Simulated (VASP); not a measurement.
LiYP, 3 atoms in the cell. Symmetry: P-6m2, No. 187, hexagonal system. Conventional cell: a = 4.019 Å, b = 4.019 Å, c = 3.885 Å, α = 90.00°, β = 90.00°, γ = 120.00°. Within 3.1 Å of Li (site symmetry -6m2) lie 3 P at 2.32 Å and 6 Y at 3.03 Å. Y (site symmetry -6m2) has 6 Li at 3.03 Å and 6 P at 3.03 Å and 2 Y at 3.89 Å within 4.0 Å. Within 3.1 Å of P (site symmetry -6m2) lie 3 Li at 2.32 Å and 6 Y at 3.03 Å. 

```yaml
Program: VASP 6.6.1
Task: relaxation of cell and atoms
Functional: PBE
Potentials_or_basis: VASP PAW PBE potentials, release 64 (Li_sv, Y_sv, P)
Cutoff: 600 eV
k_mesh: 12 × 12 × 12
Occupations: gaussian, width 0.1 eV
Spin: no spin polarisation
Dipole_correction: no
Further_INCAR_settings: ALGO = Normal; EDIFF = 1e-06; IBRION = 2; EDIFFG = -0.01; NSW = 100; ISIF = 3
```

Potentials or basis: VASP PAW PBE potentials, release 64 (Li_sv, Y_sv, P).

Launch:

```sh
$ cat potpaw_PBE.64/Li_sv/POTCAR potpaw_PBE.64/Y_sv/POTCAR potpaw_PBE.64/P/POTCAR > POTCAR
$ mpirun -np 1 vasp_std > vasp.out
```

Hardware: 1 thread of Intel(R) Xeon(R) Platinum 8375C CPU @ 2.90GHz (Ice Lake), with other jobs on the host.

Question: How long does it take, and how much memory?

Answer: Wall time 2.6 min on 1 thread of Intel(R) Xeon(R) Platinum 8375C CPU @ 2.90GHz (Ice Lake), on a shared host, peak memory 0.31 GiB. Counts: scf iterations 27, k points 133, ion steps 4.
